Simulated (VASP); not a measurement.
# Ti (Im-3m) in VASP: a series of runs

The runs below take Ti through single point, with PBEsol.

All numbers are computed with VASP 6.6.1; they aren't measurements. Logs are shortened: lines on timing, memory, paths and dates and some standing lists are left out, and cuts for length are marked.

## 1. The cell of the first run

It takes space group Im-3m (No. 229, cubic). The conventional cell has a = 3.273 Å, b = 3.273 Å, c = 3.273 Å, α = 90.00°, β = 90.00°, γ = 90.00°. Within 3.7 Å of Ti (site symmetry m-3m) lie 14 Ti at 2.83 to 3.27 Å.

This isn't the form of Ti at room conditions, which is hcp.

## 2. Single point, PBEsol, collinear spin (17.53 Å³/atom)

Input file INCAR:

```
PREC = Accurate
ENCUT = 520
EDIFF = 1E-7
ISMEAR = 0
SIGMA = 0.15
LREAL = False
LASPH = True
NELM = 150
ALGO = Normal
ISIF = 2
LWAVE = False
LCHARG = True
ISPIN = 2
MAGMOM = 0.125
LORBIT = 11
NUPDOWN = 0.125
LMAXMIX = 4
GGA = PS
LELF = True
LVHAR = True
NBANDS = 16
```

Input file KPOINTS:

```
Automatic mesh
0
Gamma
  22 22 22
```

Input file POSCAR:

```
Ti
1.0
   -1.6365916723      1.6365916723      1.6365916723
    1.6365916723     -1.6365916723      1.6365916723
    1.6365916723      1.6365916723     -1.6365916723
Ti
1
Direct
    0.0000000000      0.0000000000      0.0000000000
```

Potentials or basis: VASP PAW PBE potentials, release 64 (Ti_sv).

Launch:

```console
cat potpaw_PBE.64/Ti_sv/POTCAR > POTCAR
mpirun -np 1 vasp_std > vasp.out
```

OUTCAR:

```text
PREC = Accurate
   ENCUT = 520
   EDIFF = 1E-7
   ISMEAR = 0
   LREAL = False
   LASPH = True
   NELM = 150
   ISIF = 2
   ISPIN = 2
   LORBIT = 11
   NUPDOWN = 0.125
   GGA = PS

 ion  position               nearest neighbor table
   1  0.000  0.000  0.000-

  LATTYP: Found a body centered cubic cell.
 ALAT       =     3.2731833446

  Lattice vectors:

 A1 = (  -1.6365916723,   1.6365916723,   1.6365916723)
 A2 = (   1.6365916723,  -1.6365916723,   1.6365916723)
 A3 = (   1.6365916723,   1.6365916723,  -1.6365916723)

Analysis of symmetry for initial positions (statically):
=====================================================================
 Subroutine PRICEL returns:
 Original cell was already a primitive cell.

 Routine SETGRP: Setting up the symmetry group for a
 body centered cubic supercell.

 Subroutine GETGRP returns: Found 48 space group operations
 (whereof 48 operations were pure point group operations)
 out of a pool of 48 trial point group operations.

The static configuration has the point symmetry O_h .

Analysis of symmetry for dynamics (positions and initial velocities):
=====================================================================
 Subroutine PRICEL returns:
 Original cell was already a primitive cell.

 Routine SETGRP: Setting up the symmetry group for a
 body centered cubic supercell.

 Subroutine GETGRP returns: Found 48 space group operations
 (whereof 48 operations were pure point group operations)
 out of a pool of 48 trial point group operations.

The dynamic configuration has the point symmetry O_h .

Analysis of structural, dynamic, and magnetic symmetry:
=====================================================================
 Subroutine PRICEL returns:
 Original cell was already a primitive cell.

 Routine SETGRP: Setting up the symmetry group for a
 body centered cubic supercell.

 Subroutine GETGRP returns: Found 48 space group operations
 (whereof 48 operations were pure point group operations)
 out of a pool of 48 trial point group operations.

The overall configuration has the point symmetry O_h .

 Subroutine INISYM returns: Found 48 space group operations
 (whereof 48 operations are pure point group operations),
 and found     1 'primitive' translations

----------------------------------------------------------------------------------------

                                     Primitive cell

  volume of cell :      17.5340

  direct lattice vectors                    reciprocal lattice vectors
[... 101 lines left out ...]
   EFERMI_NEDOS =   21; number of points for ismear=-14 and -15
   IALGO  =     38    algorithm
   IMIX   =      4    mixing-type and parameters
     AMIX     =   0.40;   BMIX     =  1.00
     AMIX_MAG =   1.60;   BMIX_MAG =  1.00
  volume/ion in A,a.u.               =      17.53       118.33
  Fermi-wavevector in a.u.,A,eV,Ry     =   1.442696  2.726301 28.318793  2.081373
  Thomas-Fermi vector in A             =   2.561187
   LORBIT       =     11    0 simple, 1 ext, 2 COOP (PROOUT), +10 PAW based schemes
   GGA     = PS    functional components
   LHFCALC =     F    Hartree Fock is set to
   AEXX    =    0.0000 exact exchange contribution
   IVDW    =     0    specifies the selected vdW correction
   LEPSILON=     F    determine dielectric tensor
   LRPA    =     F    only Hartree local field effects (RPA)
 spin polarized calculation
 Gauss-broadening in eV      SIGMA  =   0.15
  energy-cutoff  :      520.00
  volume of cell :       17.53
 maximum number of plane-waves:       490
 NGX is ok and might be reduce to    24
   NGX = 11   NGY = 11   NGZ = 11

 number of electron      11.9999999 magnetization       0.1250000

 Free energy of the ion-electron system (eV)
  ---------------------------------------------------
  ext. energy  EPLUGINS =         0.00000000
  ---------------------------------------------------
  free energy    TOTEN  =        -8.22717487 eV

  energy without entropy =       -8.20058250  energy(sigma->0) =       -8.21387869

 E-fermi :   7.8514     XC(G=0): -11.5862

 val. band max:        7.8659045418   @ k =   0.3182   0.1818   0.0000
 cond. band min:       7.8520901286   @ k =   0.2273   0.1364  -0.0000
 fundamental gap:     -0.0138144131
 Fermi energy:         7.8665217541

 spin component 1

 k-point     1 :       0.0000    0.0000    0.0000
  band No.  band energies     occupation
      1     -48.4940      1.00000
      2     -24.4554      1.00000
      3     -24.4554      1.00000
      4     -24.4554      1.00000
      5       1.8819      1.00000
      6       8.7851      0.00000
[... 435 lines left out ...]
      5       3.1316      1.00000
      6       8.3224      0.00001
[... 8 lines left out ...]
     15      29.7901      0.00000
     16      31.8505      0.00000

 [... further k-points ...]

 spin component 2

 k-point     1 :       0.0000    0.0000    0.0000
  band No.  band energies     occupation
      1     -48.4182      1.00000
      2     -24.3792      1.00000
      3     -24.3792      1.00000
      4     -24.3792      1.00000
      5       1.9718      1.00000
      6       8.8852      0.00000
[... 435 lines left out ...]
      5       3.2214      1.00000
      6       8.4216      0.00000
[... 8 lines left out ...]
     15      29.8687      0.00000
     16      31.9475      0.00000

 [... further k-points ...]

------------------------ aborting loop because EDIFF is reached ----------------------------------------

  FORCE on cell =-STRESS in cart. coord.  units (eV):
  Direction    XX          YY          ZZ          XY          YZ          ZX
  --------------------------------------------------------------------------------------
  -------------------------------------------------------------------------------------
  Total       -0.6643995     -0.6643995     -0.6643995      0.0000000      0.0000000      0.0000000
  in kB      -60.7098067    -60.7098067    -60.7098067      0.0000000      0.0000000      0.0000000
  external PRESSURE =     -60.7098067 kB  Pullay stress =       0.0000000 kB

 VOLUME and BASIS-vectors are now :
 -----------------------------------------------------------------------------
  energy-cutoff  :      520.00
  volume of cell :       17.53
      direct lattice vectors                 reciprocal lattice vectors
    -1.636591672  1.636591672  1.636591672     0.000000000  0.305512981  0.305512981
     1.636591672 -1.636591672  1.636591672     0.305512981  0.000000000  0.305512981
     1.636591672  1.636591672 -1.636591672     0.305512981  0.305512981  0.000000000

 POSITION                                       TOTAL-FORCE (eV/Angst)
 -----------------------------------------------------------------------------------
      0.00000      0.00000      0.00000        -0.000000      0.000000      0.000000
 -----------------------------------------------------------------------------------
    total drift:                                0.000000      0.000000     -0.000000

  FREE ENERGIE OF THE ION-ELECTRON SYSTEM (eV)
  ---------------------------------------------------
  free  energy   TOTEN  =        -8.2271748669 eV

  energy  without entropy=       -8.2005825032  energy(sigma->0) =       -8.21387869

 total charge

# of ion       s       p       d       tot
------------------------------------------
    1        2.243   6.110   1.904  10.257

 magnetization (x)

# of ion       s       p       d       tot
------------------------------------------
    1        0.001   0.007   0.079   0.087
```

OSZICAR:

```text
N       E                     dE             d eps       ncg     rms          rms(c)
DAV:   1     0.888958327463E+02    0.88896E+02   -0.56541E+03 21136   0.855E+02
DAV:   2    -0.529695807901E+01   -0.94193E+02   -0.90174E+02 23120   0.248E+02
DAV:   3    -0.934812243043E+01   -0.40512E+01   -0.40218E+01 25184   0.515E+01
DAV:   4    -0.942347899890E+01   -0.75357E-01   -0.75335E-01 24944   0.658E+00
DAV:   5    -0.942491279569E+01   -0.14338E-02   -0.14338E-02 24848   0.807E-01    0.861E+00
DAV:   6    -0.822217411895E+01    0.12027E+01   -0.15786E+00 21632   0.177E+01    0.198E+00
DAV:   7    -0.821843867329E+01    0.37354E-02   -0.91742E-02 27136   0.226E+00    0.130E+00
DAV:   8    -0.822712665154E+01   -0.86880E-02   -0.45039E-02 21080   0.214E+00    0.354E-01
DAV:   9    -0.822714425807E+01   -0.17607E-04   -0.23577E-03 27776   0.454E-01    0.858E-02
DAV:  10    -0.822715051861E+01   -0.62605E-05   -0.15286E-04 26448   0.124E-01    0.533E-02
DAV:  11    -0.822717618786E+01   -0.25669E-04   -0.64565E-05 22192   0.600E-02    0.115E-02
DAV:  12    -0.822717480091E+01    0.13869E-05   -0.55483E-06 25032   0.205E-02    0.329E-03
DAV:  13    -0.822717486685E+01   -0.65937E-07   -0.30401E-07 27000   0.535E-03
   1 F= -.82271749E+01 E0= -.82138787E+01  d E =-.265924E-01  mag=     0.1250
```

Run time: 84 s. Hardware: 1 thread of Intel Xeon 8259CL, shared host; peak memory 0.25 GiB.

Results:

| Quantity | Value |
| --- | --- |
| Free energy | -8.2272 eV |
| Pressure | -6.1 GPa |
| Net moment | 0.12 μB per cell |
| Site moments | Ti +0.09 μB |
| Valence electrons inside the program's atomic spheres | Ti 10.26 |

Caveat: the cell stands under tension; the PAW data sets were made with another functional, which shifts forces and pressure a little; the total moment is fixed, so each spin has its own Fermi level and the state may be an excited one.

## 3. Single point, PBEsol, collinear spin (17.53 Å³/atom)

Input file INCAR:

```
PREC = Accurate
ENCUT = 520
EDIFF = 1E-6
ISMEAR = 0
SIGMA = 0.15
LREAL = F
LASPH = T
NELM = 150
ALGO = Fast
ISIF = 2
LWAVE = F
LCHARG = T
ISPIN = 2
MAGMOM = 0.875
LORBIT = 11
NUPDOWN = 0.875
LMAXMIX = 4
GGA = PS
LELF = T
LVHAR = T
NBANDS = 16
```

KPOINTS is that of step 2.

POSCAR is that of step 2.

Potentials or basis: VASP PAW PBE potentials, release 64 (Ti_sv).

Launch:

```console
cat potpaw_PBE.64/Ti_sv/POTCAR > POTCAR
mpirun -np 1 vasp_std > vasp.out
```

Wall time 2.3 min (1 thread of Intel Xeon 8259CL, shared host); peak memory 0.26 GiB.

Results (log left out):

| Item | Value |
| --- | --- |
| Free energy | -8.2082 eV |
| Pressure | -4.4 GPa |
| Net moment | 0.88 μB per cell |
| Site moments | Ti +0.61 μB |
| Valence electrons inside the program's atomic spheres | Ti 10.26 |

Caveat: the cell stands under tension; the PAW data sets were made with another functional, which shifts forces and pressure a little; the total moment is fixed, so each spin has its own Fermi level and the state may be an excited one.
